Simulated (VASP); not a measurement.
# Au (I4/mmm) in VASP: a series of runs, part 2 of 2

VASP 6.6.1. The steps go on from the part before.

### Step 3. Single point, PBE (biaxial strain in the a-b plane: +2.0 %, then relaxed in part)

INCAR

```
PREC = Accurate ; ENCUT = 500
EDIFF = 1E-6 ; ISMEAR = 0
SIGMA = 0.1 ; LREAL = False
LASPH = True ; NELM = 120
ALGO = Normal ; ISIF = 2
LWAVE = False ; LCHARG = True
GGA = PE ; LELF = True
LVHAR = True ; NBANDS = 18
GGA_COMPAT = False
```

KPOINTS

```
Automatic mesh
0
Gamma
  16 16 16
```

POSCAR

```
Au
1.0
    3.3673352191      0.0000000000      0.0000000000
    0.0000000000      3.3673352191      0.0000000000
    0.0000000000      0.0000000000      3.1712384757
Au
2
Direct
    0.0000000000      0.0000000000      0.0000000000
    0.5000000000      0.5000000000      0.5000000000
```

Potentials or basis: VASP PAW PBE potentials, release 64 (Au).

On the command line:

```console
cat potpaw_PBE.64/Au/POTCAR > POTCAR
mpirun -np 1 vasp_std > vasp.out
```

OUTCAR:

```text
PREC = Accurate
   ENCUT = 500
   EDIFF = 1E-6
   ISMEAR = 0
   LREAL = False
   LASPH = True
   NELM = 120
   ISIF = 2
   GGA = PE

 ion  position               nearest neighbor table
   1  0.000  0.000  0.000-   2 2.86   2 2.86   2 2.86   2 2.86   2 2.86   2 2.86   2 2.86   2 2.86

   2  0.500  0.500  0.500-   1 2.86   1 2.86   1 2.86   1 2.86   1 2.86   1 2.86   1 2.86   1 2.86

  LATTYP: Found a simple tetragonal cell.
 ALAT       =     3.3673352191
 C/A-ratio  =     0.9417650069

  Lattice vectors:

 A1 = (   3.3673352191,   0.0000000000,   0.0000000000)
 A2 = (   0.0000000000,   3.3673352191,   0.0000000000)
 A3 = (   0.0000000000,   0.0000000000,   3.1712384757)

Analysis of symmetry for initial positions (statically):
=====================================================================
 Subroutine PRICEL returns following result:

  LATTYP: Found a body centered tetragonal cell.
 ALAT       =     3.3673352191
 C/A-ratio  =     0.9417650069

  Lattice vectors:

[... 180 lines left out ...]
  ---------------------------------------------------
  free energy    TOTEN  =        -6.40619589 eV

  energy without entropy =       -6.40373347  energy(sigma->0) =       -6.40496468

 E-fermi :   8.6445     XC(G=0): -12.3992

 val. band max:        8.6386351877   @ k =   0.2500   0.0000   0.4375
 cond. band min:       8.6460883746   @ k =   0.2500   0.1875   0.5000
 fundamental gap:      0.0074531869
 Fermi energy:         8.6445423944

 k-point     1 :       0.0000    0.0000    0.0000
  band No.  band energies     occupation
      1      -0.6860      2.00000
      2       2.2388      2.00000
      3       2.2413      2.00000
      4       3.7937      2.00000
      5       4.1690      2.00000
      6       4.1690      2.00000
[... 481 lines left out ...]
      5       4.3514      2.00000
      6       4.3514      2.00000
[... 10 lines left out ...]
     17      23.1088      0.00000
     18      23.1088      0.00000

 [... further k-points ...]

------------------------ aborting loop because EDIFF is reached ----------------------------------------

  FORCE on cell =-STRESS in cart. coord.  units (eV):
  Direction    XX          YY          ZZ          XY          YZ          ZX
  --------------------------------------------------------------------------------------
  -------------------------------------------------------------------------------------
  Total        0.0715461      0.0715461     -0.0508514      0.0000000     -0.0000000      0.0000000
  in kB        3.1878265      3.1878265     -2.2657513      0.0000000     -0.0000000      0.0000000
  external PRESSURE =       1.3699672 kB  Pullay stress =       0.0000000 kB

 VOLUME and BASIS-vectors are now :
 -----------------------------------------------------------------------------
  energy-cutoff  :      500.00
  volume of cell :       35.96
      direct lattice vectors                 reciprocal lattice vectors
     3.367335219  0.000000000  0.000000000     0.296970731  0.000000000  0.000000000
     0.000000000  3.367335219  0.000000000     0.000000000  0.296970731  0.000000000
     0.000000000  0.000000000  3.171238476     0.000000000  0.000000000  0.315334216

 POSITION                                       TOTAL-FORCE (eV/Angst)
 -----------------------------------------------------------------------------------
      0.00000      0.00000      0.00000         0.000000      0.000000     -0.000000
      1.68367      1.68367      1.58562        -0.000000     -0.000000      0.000000
 -----------------------------------------------------------------------------------
    total drift:                                0.000000      0.000000      0.000000

  FREE ENERGIE OF THE ION-ELECTRON SYSTEM (eV)
  ---------------------------------------------------
  free  energy   TOTEN  =        -6.4061958909 eV

  energy  without entropy=       -6.4037334651  energy(sigma->0) =       -6.40496468
```

stdout:

```text
POSCAR found type information on POSCAR Au
 POSCAR found :  1 types and       2 ions
 scaLAPACK will be used
 LDA part: xc-table for (Slater+PW92), standard interpolation
 POSCAR, INCAR and KPOINTS ok, starting setup
 FFT: planning ... GRIDC
 FFT: planning ... GRID_SOFT
 FFT: planning ... GRID
 WAVECAR not read
 entering main loop
```

Wall time 90 s (1 thread of Intel Xeon Platinum 8488C (Sapphire Rapids), shared host); peak memory 0.31 GiB.

Results:

```
Free energy            : -6.4062 eV
Pressure               : 0.1 GPa
Band gap on the k mesh : zero (bands 11 and 12 overlap by 5.12 eV)
```

Stress tensor (GPa, compression positive):
```
 0.32  0.00  0.00
 0.00  0.32  0.00
 0.00  0.00 -0.23
```

Levels at points of the mesh, in eV from the Fermi level:
| k point | band 8 | band 9 | band 10 | band 11 | band 12 | band 13 | band 14 | band 15 |
| --- | --- | --- | --- | --- | --- | --- | --- | --- |
| (0.00, 0.00, 0.00) | -2.65 | -1.83 | -1.83 | -1.71 | 5.67 | 5.67 | 7.39 | 8.94 |
| (0.50, 0.00, 0.00) | -3.82 | -3.25 | -3.25 | -2.15 | -2.15 | 12.41 | 12.41 | 12.62 |
| (0.50, 0.50, 0.00) | -2.80 | -1.50 | -1.50 | -0.65 | -0.65 | 2.92 | 2.92 | 12.91 |
| (0.00, 0.00, 0.50) | -4.16 | -3.39 | -3.39 | -1.45 | -1.45 | 11.79 | 11.79 | 13.26 |
| (0.50, 0.00, 0.50) | -2.47 | -1.44 | -1.44 | -0.31 | -0.31 | 3.41 | 3.41 | 12.05 |
| (0.50, 0.50, 0.50) | -2.73 | -2.52 | -2.52 | 2.77 | 2.77 | 6.61 | 6.61 | 7.15 |

Caveat: the cell differs from its parent crystal (biaxial strain in the a-b plane: +2.0 %, then relaxed in part); spin-orbit coupling is left out, which moves the levels of the heavy elements.

### Step 4. Single point, PBE (uniaxial strain along a: +2.0 %)

INCAR

```
PREC = Accurate ; ENCUT = 520
EDIFF = 1E-7 ; ISMEAR = 0
SIGMA = 0.1 ; LREAL = F
LASPH = T ; NELM = 80
ALGO = Fast ; ISIF = 2
LWAVE = F ; LCHARG = F
GGA = PE ; NBANDS = 18
```

KPOINTS

```
regular mesh
0
Gamma
  16 16 16
```

POSCAR

```
Au
1.0
    3.3673352191      0.0000000000      0.0000000000
    0.0000000000      3.2848024931      0.0000000000
    0.0000000000      0.0000000000      3.2848024931
Au
2
Direct
    0.0000000000      0.0000000000      0.0000000000
    0.5000000000      0.5000000000      0.5000000000
```

On the command line:

```console
cat potpaw_PBE.64/Au/POTCAR > POTCAR
mpirun -np 1 vasp_std > vasp.out
```

Run time: 4.9 min. Hardware: 1 thread of Intel Xeon 8259CL, shared host; peak memory 0.32 GiB.

It converged, with:

| Item | Value |
| --- | --- |
| Free energy | -6.4028 eV |
| Pressure | -1.2 GPa |
| Band gap on the k mesh | zero (bands 11 and 12 overlap by 4.97 eV) |

Levels at points of the mesh, in eV from the Fermi level:
```tsv
k point	band 7	band 8	band 9	band 10	band 11	band 12	band 13	band 14	band 15	band 16
(0.00, 0.00, 0.00)	-2.88	-2.72	-1.79	-1.74	-1.74	5.79	6.48	6.48	8.96	15.12
(0.50, 0.00, 0.00)	-3.90	-3.90	-3.21	-3.21	-2.07	-2.07	12.50	12.50	13.31	13.31
(0.00, 0.50, 0.00)	-3.92	-3.92	-3.27	-3.27	-1.79	-1.79	12.13	12.13	12.94	12.94
(0.50, 0.50, 0.00)	-2.62	-2.62	-1.43	-1.43	-0.41	-0.41	3.15	3.15	12.46	12.46
(0.00, 0.50, 0.50)	-2.56	-2.56	-1.39	-1.39	-0.27	-0.27	3.34	3.34	12.10	12.10
(0.50, 0.50, 0.50)	-2.63	-2.63	-2.53	-2.53	2.71	2.71	6.88	6.88	6.88	6.88
```

Caveat: the cell differs from its parent crystal (uniaxial strain along a: +2.0 %); spin-orbit coupling is left out, which moves the levels of the heavy elements.

### Step 5. Summary

```csv
cell,cutoff (eV),gap on the mesh (eV),pressure (GPa)
"a = 3.235, b = 3.235, c = 3.341 Å, 2 atoms",500,none,4.4
"a = 3.367, b = 3.367, c = 3.171 Å, 2 atoms",500,none,0.1
"a = 3.367, b = 3.285, c = 3.285 Å, 2 atoms",520,none,-1.2
```

Alike in all rows: task single point; level PBE; potentials or basis VASP PAW PBE potentials, release 64 (Au); no spin polarisation; k mesh 16 × 16 × 16; smearing gaussian 0.1 eV.

Caveats: spin-orbit coupling is left out, which moves the levels of the heavy elements; the cell stands under pressure (at least some runs).

Absolute energies hang on the potentials; compare differences alone.
